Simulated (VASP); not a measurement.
# Zn6O5 (a cell with a defect) in VASP: relaxation of the atoms with PBE

Aim: the relaxation of the atoms of Zn6O5 (a cell with a defect) with PBE.

All numbers are computed with VASP 6.6.1; they aren't measurements. Logs are shortened: lines on timing, memory, paths and dates and some standing lists are left out, and cuts for length are marked.

### Step 1. The cell of the first run

The cell holds a defect, 11 atoms: a = 5.293 Å, b = 5.680 Å, c = 5.680 Å, α = 120.00°, β = 90.00°, γ = 90.00°.

### Step 2. Relaxation of the atoms, PBE (atoms taken out)

INCAR

```
SYSTEM = Zn6O5
PREC = Accurate
ENCUT = 520
EDIFF = 1E-6
ISMEAR = 0
SIGMA = 0.01
LREAL = .False.
LASPH = .True.
NELM = 60
ALGO = Normal
ISIF = 2
LWAVE = .False.
LCHARG = .False.
GGA = PE
IBRION = 2
NSW = 65
EDIFFG = -0.025
```

KPOINTS

```
regular mesh
0
Gamma
  3 3 3
  0 0 0
```

POSCAR

```
Zn6O5
1.0
    0.0000000000      0.0000000000      5.2932332175
    4.9190861938      2.8400357381      0.0000000000
   -4.9190861938      2.8400357382      0.0000000000
Zn O
6 5
Direct
    0.5006044103      0.3333333333      1.0000000000
    0.5006044103      0.6666666667      0.6666666667
    0.5006044103      0.0000000000      0.3333333333
    0.0006044103      0.3333333333      0.3333333333
    0.0006044103      0.6666666667      1.0000000000
    0.0006044103      0.0000000000      0.6666666667
    0.8797055897      0.6666666667      0.6666666667
    0.8797055897      0.0000000000      0.3333333333
    0.3797055897      0.3333333333      0.3333333333
    0.3797055897      0.6666666667      1.0000000000
    0.3797055897      0.0000000000      0.6666666667
```

Potentials or basis: VASP PAW PBE potentials, release 64 (Zn, O).

On the command line:

```console
$ cat potpaw_PBE.64/Zn/POTCAR potpaw_PBE.64/O/POTCAR > POTCAR
$ mpirun -np 1 vasp_std > vasp.out
```

OUTCAR:

```text
SYSTEM = Zn6O5
   PREC = Accurate
   ENCUT = 520
   EDIFF = 1E-6
   ISMEAR = 0
   LREAL = .False.
   LASPH = .True.
   NELM = 60
   ISIF = 2
   GGA = PE
   IBRION = 2
   NSW = 65
   EDIFFG = -0.025

 ion  position               nearest neighbor table
   1  0.501  0.333  0.000-  11 2.00   9 2.00  10 2.00
   2  0.501  0.667  0.667-  11 2.00  10 2.00   9 2.00   7 2.01
   3  0.501  0.000  0.333-   9 2.00  10 2.00  11 2.00   8 2.01
   4  0.001  0.333  0.333-   8 2.00   7 2.00   9 2.01
   5  0.001  0.667  0.000-   8 2.00   7 2.00  10 2.01
   6  0.001  0.000  0.667-   7 2.00   8 2.00  11 2.01
   7  0.880  0.667  0.667-   6 2.00   5 2.00   4 2.00   2 2.01
   8  0.880  0.000  0.333-   4 2.00   5 2.00   6 2.00   3 2.01
   9  0.380  0.333  0.333-   3 2.00   1 2.00   2 2.00   4 2.01
  10  0.380  0.667  0.000-   3 2.00   2 2.00   1 2.00   5 2.01
  11  0.380  0.000  0.667-   2 2.00   1 2.00   3 2.00   6 2.01

  LATTYP: Found a hexagonal cell.
 ALAT       =     5.6800714763
 C/A-ratio  =     0.9318955298

  Lattice vectors:

 A1 = (   4.9190861938,   2.8400357381,   0.0000000000)
 A2 = (  -4.9190861938,   2.8400357382,   0.0000000000)
 A3 = (   0.0000000000,   0.0000000000,   5.2932332175)

Analysis of symmetry for initial positions (statically):
=====================================================================
 Subroutine PRICEL returns:
 Original cell was already a primitive cell.

 Routine SETGRP: Setting up the symmetry group for a
 hexagonal supercell.

 Subroutine GETGRP returns: Found  6 space group operations
 (whereof  2 operations were pure point group operations)
 out of a pool of 24 trial point group operations.

The static configuration has the point symmetry C_1h.
 The point group associated with its full space group is C_3v.

Analysis of symmetry for dynamics (positions and initial velocities):
=====================================================================
 Subroutine PRICEL returns:
 Original cell was already a primitive cell.

 Routine SETGRP: Setting up the symmetry group for a
 hexagonal supercell.

 Subroutine GETGRP returns: Found  6 space group operations
 (whereof  2 operations were pure point group operations)
 out of a pool of 24 trial point group operations.

The dynamic configuration has the point symmetry C_1h.
 The point group associated with its full space group is C_3v.

 Subroutine INISYM returns: Found  6 space group operations
 (whereof  2 operations are pure point group operations),
 and found     1 'primitive' translations

----------------------------------------------------------------------------------------

                                     Primitive cell

  volume of cell :     147.8970

  direct lattice vectors                    reciprocal lattice vectors
     0.000000000  0.000000000  5.293233218     0.000000000  0.000000000  0.188920450
     4.919086194  2.840035738  0.000000000     0.101644895  0.176054123  0.000000000
    -4.919086194  2.840035738  0.000000000    -0.101644895  0.176054123  0.000000000

  length of vectors
     5.293233218  5.680071476  5.680071476     0.188920450  0.203289790  0.203289790

  position of ions in fractional coordinates (direct lattice)
     0.500604410  0.333333333  0.000000000
     0.500604410  0.666666667  0.666666667
     0.500604410  0.000000000  0.333333333
     0.000604410  0.333333333  0.333333333
     0.000604410  0.666666667  0.000000000
     0.000604410  0.000000000  0.666666667
     0.879705590  0.666666667  0.666666667
     0.879705590  0.000000000  0.333333333
     0.379705590  0.333333333  0.333333333
     0.379705590  0.666666667  0.000000000
     0.379705590  0.000000000  0.666666667

  ion indices of the primitive-cell ions
   primitive index   ion index
                 1           1
                 2           2
                 3           3
                 4           4
                 5           5
                 6           6
                 7           7
                 8           8
                 9           9
                10          10
                11          11

----------------------------------------------------------------------------------------

 KPOINTS: regular mesh

Automatic generation of k-mesh.
 Grid dimensions read from file:
 generate k-points for:    3    3    3

 Generating k-lattice:

  Cartesian coordinates                     Fractional coordinates (reciprocal lattice)
     0.000000000  0.000000000  0.062973483     0.333333333  0.000000000  0.000000000
     0.033881632  0.058684708  0.000000000     0.000000000  0.333333333  0.000000000
    -0.033881632  0.058684708  0.000000000     0.000000000  0.000000000  0.333333333

  Length of vectors
     0.062973483  0.067763263  0.067763263

  Shift w.r.t. Gamma in fractional coordinates (k-lattice)
     0.000000000  0.000000000  0.000000000

 Subroutine IBZKPT returns following result:
 ===========================================

 Found      7 irreducible k-points:

 Following reciprocal coordinates:
            Coordinates               Weight
  0.000000  0.000000  0.000000      1.000000
  0.333333  0.000000  0.000000      2.000000
  0.000000  0.333333  0.000000      6.000000
  0.333333  0.333333  0.000000     12.000000
  0.000000  0.333333  0.333333      2.000000
  0.333333  0.333333  0.333333      2.000000
  0.333333 -0.333333 -0.333333      2.000000
   k-points           NKPTS =      7   k-points in BZ     NKDIM =      7   number of bands    NBANDS=     61
   number of dos      NEDOS =    301   number of ions     NIONS =     11
   total plane-waves  NPLWV =  70560
   dimension x,y,z NGX =    40 NGY =   42 NGZ =   42
   dimension x,y,z NGXF=    80 NGYF=   84 NGZF=   84
   ions per type =               6   5
   NGX,Y,Z   is equivalent  to a cutoff of  12.56, 12.29, 12.29 a.u.
   NGXF,Y,Z  is equivalent  to a cutoff of  25.13, 24.59, 24.59 a.u.
 SYSTEM =  Zn6O5
   PREC   = accura    normal or accurate (medium, high low for compatibility)
   ISTART =      0    job   : 0-new  1-cont  2-samecut
   ICHARG =      2    charge: 1-file 2-atom 10-const
   ISPIN  =      1    spin polarized calculation?
   LNONCOLLINEAR =      F non collinear calculations
   LSORBIT =      F    spin-orbit coupling
   LASPH  =      T    aspherical Exc in radial PAW
   ENCUT  =  520.0 eV  38.22 Ry    6.18 a.u.   9.84 10.56 10.56*2*pi/ulx,y,z
   NELM   =     60;   NELMIN=  2; NELMDL= -5     # of ELM steps
   EDIFF  = 0.1E-05   stopping-criterion for ELM
   LREAL  =      F    real-space projection
   EDIFFG = -.3E-01   stopping-criterion for IOM
   NSW    =     65    number of steps for IOM
   IBRION =      2    ionic relax: 0-MD 1-quasi-New 2-CG
   NFREE  =      1    steps in history (QN), initial steepest desc. (CG)
   ISIF   =      2    stress and relaxation
   ISYM   =      2    0-nonsym 1-usesym 2-fastsym
   POTIM  = 0.5000    time-step for ionic-motion
   TEBEG  =    0.0;   TEEND  =   0.0 temperature during run
   PSTRESS=    0.0 pullay stress
   NELECT =     102.0000    total number of electrons
   NUPDOWN=      -1.0000    fix difference up-down
   EMIN   =  10.00;   EMAX   =-10.00  energy-range for DOS
   EFERMI =   0.00;   METHOD = LEGACY
   ISMEAR =     0;   SIGMA  =   0.01  broadening in eV -4-tet -1-fermi 0-gaus
   EFERMI_NEDOS =   21; number of points for ismear=-14 and -15
   IALGO  =     38    algorithm
   IMIX   =      4    mixing-type and parameters
     AMIX     =   0.40;   BMIX     =  1.00
     AMIX_MAG =   1.60;   BMIX_MAG =  1.00
  volume/ion in A,a.u.               =      13.45        90.73
  Fermi-wavevector in a.u.,A,eV,Ry     =   1.446400  2.733300 28.464388  2.092073
  Thomas-Fermi vector in A             =   2.564473
   LORBIT       =      0    0 simple, 1 ext, 2 COOP (PROOUT), +10 PAW based schemes
   GGA     = PE    functional components
   LHFCALC =     F    Hartree Fock is set to
   AEXX    =    0.0000 exact exchange contribution
   IVDW    =     0    specifies the selected vdW correction
   LEPSILON=     F    determine dielectric tensor
   LRPA    =     F    only Hartree local field effects (RPA)
 conjugate gradient relaxation of ions
 non-spin polarized calculation
 Gauss-broadening in eV      SIGMA  =   0.01
  energy-cutoff  :      520.00
  volume of cell :      147.90
 maximum number of plane-waves:      4015
 NGX is ok and might be reduce to    40
   NGX = 19   NGY = 21   NGZ = 21

--------------------------------------- Ionic step        1  -------------------------------------------

 number of electron     102.0000130 magnetization

 Free energy of the ion-electron system (eV)
  ---------------------------------------------------
  ext. energy  EPLUGINS =         0.00000000
  ---------------------------------------------------
  free energy    TOTEN  =       -44.57624220 eV

  energy without entropy =      -44.57624220  energy(sigma->0) =      -44.57624220

------------------------ aborting loop because EDIFF is reached ----------------------------------------

  FORCE on cell =-STRESS in cart. coord.  units (eV):
  Direction    XX          YY          ZZ          XY          YZ          ZX
  --------------------------------------------------------------------------------------
  -------------------------------------------------------------------------------------
  Total       -0.9437930     -0.9437930     -0.6349885      0.0000000     -0.0000000      0.0000000
  in kB      -10.2241699    -10.2241699     -6.8788718      0.0000000     -0.0000000      0.0000000
  external PRESSURE =      -9.1090705 kB  Pullay stress =       0.0000000 kB
[... 116 lines left out ...]
  FREE ENERGIE OF THE ION-ELECTRON SYSTEM (eV)
  ---------------------------------------------------
  free  energy   TOTEN  =       -44.8300690666 eV

  energy  without entropy=      -44.8300690666  energy(sigma->0) =      -44.83006907

[... ionic steps 4 to 8 ...]

--------------------------------------- Ionic step        9  -------------------------------------------

 number of electron     102.0000078 magnetization

------------------------ aborting loop because EDIFF is reached ----------------------------------------

  FORCE on cell =-STRESS in cart. coord.  units (eV):
  Direction    XX          YY          ZZ          XY          YZ          ZX
  --------------------------------------------------------------------------------------
  -------------------------------------------------------------------------------------
  Total       -5.6049567     -5.6049567     -6.2436898      0.0000000     -0.0000000      0.0000000
  in kB      -60.7188561    -60.7188561    -67.6382931      0.0000000     -0.0000000      0.0000000
  external PRESSURE =     -63.0253351 kB  Pullay stress =       0.0000000 kB
[... 75 lines left out ...]
  energy  without entropy=      -44.8839773215  energy(sigma->0) =      -44.88397732

--------------------------------------- Ionic step       11  -------------------------------------------

 number of electron     102.0000076 magnetization

 Free energy of the ion-electron system (eV)
  ---------------------------------------------------
  ext. energy  EPLUGINS =         0.00000000
  ---------------------------------------------------
  free energy    TOTEN  =       -44.88448720 eV

  energy without entropy =      -44.88448720  energy(sigma->0) =      -44.88448720

 E-fermi :   0.8667     XC(G=0): -10.5278

 val. band max:        0.8102744439   @ k =   0.3333   0.3333   0.0000
 cond. band min:       2.9666379180   @ k =   0.0000   0.3333   0.0000
 fundamental gap:      2.1563634741
 Fermi energy:         0.8667248806

 k-point     1 :       0.0000    0.0000    0.0000
  band No.  band energies     occupation
      1     -16.8921      2.00000
      2     -16.2982      2.00000
      3     -16.2516      2.00000
      4     -16.2516      2.00000
      5     -16.1700      2.00000
      6      -5.1239      2.00000
[... 475 lines left out ...]
  FREE ENERGIE OF THE ION-ELECTRON SYSTEM (eV)
  ---------------------------------------------------
  free  energy   TOTEN  =       -44.8844871987 eV

  energy  without entropy=      -44.8844871987  energy(sigma->0) =      -44.88448720

 reached required accuracy - stopping structural energy minimisation
```

Wall time 8.8 min (1 thread of Intel Xeon Platinum 8259CL at 2.50GHz (Skylake/Cascade Lake), shared host); peak memory 0.27 GiB.

What came out:

- Free energy: -44.8845 eV
- Energy gained by relaxing: 28.0 meV/atom
- Ionic steps: 11
- Pressure after relaxing: -6.4 GPa
- Largest force after relaxing: 0.017 eV/Å
- Band gap on the k mesh: 2.16 eV

Forces on the atoms (eV/Å):
```
Zn   0.000  0.000  0.009
Zn   0.000  0.000 -0.009
Zn   0.000  0.000 -0.009
Zn   0.014 -0.008 -0.002
Zn  -0.014 -0.008 -0.002
Zn   0.000  0.017 -0.002
O    0.000  0.000 -0.002
O    0.000  0.000 -0.002
O   -0.003  0.002  0.006
O    0.003  0.002  0.006
O    0.000 -0.004  0.006
```

The path:
```tsv
step	energy change (eV)	largest force (eV/Å)	pressure (GPa)
1	0.0000	0.7508	-0.91
2	-0.0943	0.6171	-2.08
3	-0.2538	0.3903	-5.15
4	-0.2586	0.4618	-5.77
5	-0.2929	0.1120	-6.37
6	-0.2935	0.1301	-6.51
7	-0.3000	0.1446	-6.35
8	-0.3041	0.1690	-6.19
9	-0.3077	0.0436	-6.30
10	-0.3077	0.0416	-6.30
11	-0.3082	0.0168	-6.39
```

Final structure:
```
Zn O
1.0
     0.00000    0.00000    5.29323
     4.91909    2.84004    0.00000
    -4.91909    2.84004    0.00000
Zn O
6 5
Direct
  0.54703 0.33333 0.00000
  0.49398 0.66667 0.66667
  0.49398 0.00000 0.33333
  0.99135 0.33333 0.30567
  0.99135 0.63901 0.00000
  0.99135 0.02766 0.69433
  0.88137 0.66667 0.66667
  0.88137 0.00000 0.33333
  0.37679 0.33333 0.32294
  0.37679 0.65628 0.00000
  0.37679 0.01039 0.67706
```

Levels at points of the mesh, in eV from the valence-band top:
| k point | band 47 | band 48 | band 49 | band 50 | band 51 | band 52 | band 53 | band 54 | band 55 | band 56 |
| --- | --- | --- | --- | --- | --- | --- | --- | --- | --- | --- |
| (0.00, 0.00, 0.00) | -1.57 | -1.57 | -0.95 | -0.61 | -0.61 | 3.13 | 3.99 | 3.99 | 4.71 | 6.38 |

Caveat: the k points lie up to 0.43 Å⁻¹ apart; the cell differs from its parent crystal (atoms taken out).
